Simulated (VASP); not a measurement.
Here is a VASP 6.6.1 calculation.

Contents of POSCAR:

```
PbO2
1.0
    4.9949598700      0.0000000000      0.0000000000
    0.0000000000      4.9949598700      0.0000000000
    0.0000000000      0.0000000000      3.4090009600
Pb O
2 4
Direct
    0.5000000000      0.5000000000      0.5000000000
    0.0000000000      0.0000000000      0.0000000000
    0.6925710400      0.6925710400      0.0000000000
    0.8074289600      0.1925710400      0.5000000000
    0.1925710400      0.8074289600      0.5000000000
    0.3074289600      0.3074289600      0.0000000000
```

INCAR.step1

```
SYSTEM = PbO2
  METAGGA = R2SCAN
  ISMEAR = 0
  SIGMA = 0.03
  LWAVE = .False.
  LCHARG = .False.
  NSW = 60
  PREC = Accurate
  LASPH = .True.
  LREAL = .False.
  ALGO = Normal
  EDIFF = 1E-7
  NELM = 120
  GGA_COMPAT = .False.
  IBRION = 2
  ISIF = 3
  EDIFFG = -0.005
  NELMIN = 4
  ENCUT = 690
  EFERMI = MIDGAP
  LMIXTAU = .True.
  KPAR = 8
```

INCAR.step3

```
SYSTEM = PbO2
  METAGGA = R2SCAN
  ISMEAR = 0
  SIGMA = 0.03
  LWAVE = .False.
  LCHARG = .False.
  PREC = Accurate
  LASPH = .True.
  LREAL = .False.
  ALGO = Normal
  EDIFF = 1E-7
  NELM = 120
  GGA_COMPAT = .False.
  ISIF = 2
  ENCUT = 690
  EFERMI = MIDGAP
  LMIXTAU = .True.
  KPAR = 8
```

The input KPOINTS:

```
k-points
0
Gamma
  5 5 7
```

Potentials or basis: VASP PAW PBE potentials, release 64 (Pb_d_GW, O_GW).

Command:

```sh
$ cat potpaw_PBE.64/Pb_d_GW/POTCAR potpaw_PBE.64/O_GW/POTCAR > POTCAR
$ cp INCAR.step1 INCAR
$ cp POSCAR.step1 POSCAR
$ mpirun -np 8 vasp_std > vasp.out
$ cp CONTCAR POSCAR
$ mpirun -np 8 vasp_std > vasp.out
$ cp CONTCAR POSCAR
$ cp INCAR.step3 INCAR
$ mpirun -np 8 vasp_std > vasp.out
```

Q: What does it give for the relaxed volume?

A: 14.10 Å³/atom.

Q: Predict the space group after relaxing (to 0.1 Å).

A: P4_2/mnm (No. 136).

Final structure:
```cif
data_structure
_symmetry_space_group_name_H-M 'P 1'
_symmetry_Int_Tables_number 1
_cell_length_a 4.9827
_cell_length_b 4.9827
_cell_length_c 3.4084
_cell_angle_alpha 90.000
_cell_angle_beta 90.000
_cell_angle_gamma 90.000
_cell_volume 84.62
loop_
_atom_site_label
_atom_site_type_symbol
_atom_site_fract_x
_atom_site_fract_y
_atom_site_fract_z
_atom_site_occupancy
Pb1 Pb 0.50000 0.50000 0.50000 1
Pb2 Pb 0.00000 0.00000 0.00000 1
O1 O 0.69284 0.69284 0.00000 1
O2 O 0.80716 0.19284 0.50000 1
O3 O 0.19284 0.80716 0.50000 1
O4 O 0.30716 0.30716 0.00000 1
```

Caveat: the PAW data sets were made with another functional, which shifts forces and pressure a little; spin-orbit coupling is left out, which moves the levels of the heavy elements; an odd mesh through Γ misses points on the zone boundary, where band edges can lie.
